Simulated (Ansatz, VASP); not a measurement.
## One calculation of Te2Mo, two programs

POSCAR

```
Te2Mo
1.0
    3.5633593500      0.0000000000      0.0000000000
   -1.7816796700      3.0859597200      0.0000000000
    0.0000000000      0.0000000000     14.7273213300
Te Mo
4 2
Direct
    0.3333333300      0.6666666700      0.6284971600
    0.6666666700      0.3333333300      0.1284971600
    0.3333333300      0.6666666700      0.8715028400
    0.6666666700      0.3333333300      0.3715028400
    0.3333333300      0.6666666700      0.2500000000
    0.6666666700      0.3333333300      0.7500000000
```

INCAR.step1

```
PREC = Accurate ; ENCUT = 520
ISMEAR = -1 ; SIGMA = 0.02
LREAL = F ; LASPH = T
NELM = 80 ; NBANDS = 35
GGA = PE ; ALGO = Normal
EDIFF = 1E-4 ; LWAVE = T
LCHARG = F
```

The input INCAR.step2:

```
PREC = Accurate ; ENCUT = 520
EDIFF = 1E-6 ; ISMEAR = -1
SIGMA = 0.02 ; LREAL = F
LASPH = T ; NELM = 80
ALGO = Normal ; ISIF = 2
LWAVE = F ; LCHARG = F
METAGGA = R2SCAN ; LMIXTAU = T
NBANDS = 35 ; ISTART = 1
```

File KPOINTS:

```
regular mesh
0
Gamma
  12 12 2
```

Input for Ansatz:

```yaml
crystal:
  lattice:
    - [3.56335935, 0.0, 0.0]
    - [-1.78167967, 3.08595972, 0.0]
    - [0.0, 0.0, 14.72732133]
  atoms:
    - { symbol: Te, position: [0.33333333, 0.66666667, 0.62849716] }
    - { symbol: Te, position: [0.66666667, 0.33333333, 0.12849716] }
    - { symbol: Te, position: [0.33333333, 0.66666667, 0.87150284] }
    - { symbol: Te, position: [0.66666667, 0.33333333, 0.37150284] }
    - { symbol: Mo, position: [0.33333333, 0.66666667, 0.25] }
    - { symbol: Mo, position: [0.66666667, 0.33333333, 0.75] }
  symmetry: { tolerance: 0.0003 }
hamiltonian:
  xc: r2scan
  pseudopotentials: { kind: paw, azcp: { folder: soft_1 } }
basis:
  ecutwfc: 500
magnetization:
  spin_polarized: false
scf:
  occupations: { method: fermi_dirac, width: 0.02 }
kpoints:
  mp_grid: { grid: [12, 12, 2], shift: [0, 0, 0] }
  band_path:
    path:
      - [0.0, 0.0, 0.0]
      - [0.5, 0.0, 0.0]
      - [0.33333333, 0.33333333, 0.0]
      - [0.0, 0.0, 0.0]
      - [0.0, 0.0, 0.5]
      - [0.5, 0.0, 0.5]
      - [0.33333333, 0.33333333, 0.5]
      - [0.0, 0.0, 0.5]
      - [0.5, 0.0, 0.5]
      - [0.5, 0.0, 0.0]
      - [0.33333333, 0.33333333, 0.5]
    npoints: 11
output:
  forces: true
  stress: true
  eigenvalues: true
  bader: true
  populations: true
  elf: true
  write_potential: true
  write_density: true
  volumetric_format: npy
  dos:
    e_range: [-12, 8]
    de: 0.05
    projected: { site_lists: { Mo: [Mo], Te: [Te] } }
```

Alike in both runs: task single point; functional r2SCAN; k mesh 12 × 12 × 2; occupations fermi-dirac, width 0.02 eV; no spin polarisation.

|  | VASP | Ansatz |
| --- | --- | --- |
| version | VASP 6.6.1 | Ansatz 0.2.0 |
| potentials or method | VASP PAW PBE potentials, release 64 (Te, Mo_sv), cutoff 520 eV | PAW plane waves |
| valence electrons in the cell | 52 | 92 |

```tsv
	VASP	Ansatz	Ansatz less VASP
gap on the k mesh at the Fermi level (eV)	1.05	1.06	+0.008
pressure (GPa)	0.1	0.0	-0.12
traceless stress, the component that is largest in VASP (GPa)	0.07	0.01	-0.059
rms of the force components (eV/Å)	0.014	0.000	-0.0132
```

VASP's potentials were made for PBE, not for r2SCAN. Atom by atom the forces differ by 0.013 eV/Å (rms over components). The functional is the same, so the differences come from potentials, cutoffs and numerics. VASP's potentials hold 52 valence electrons a cell and Ansatz's 92, so a difference there can come from the potentials and not from the codes.

Spin-orbit coupling is off throughout.
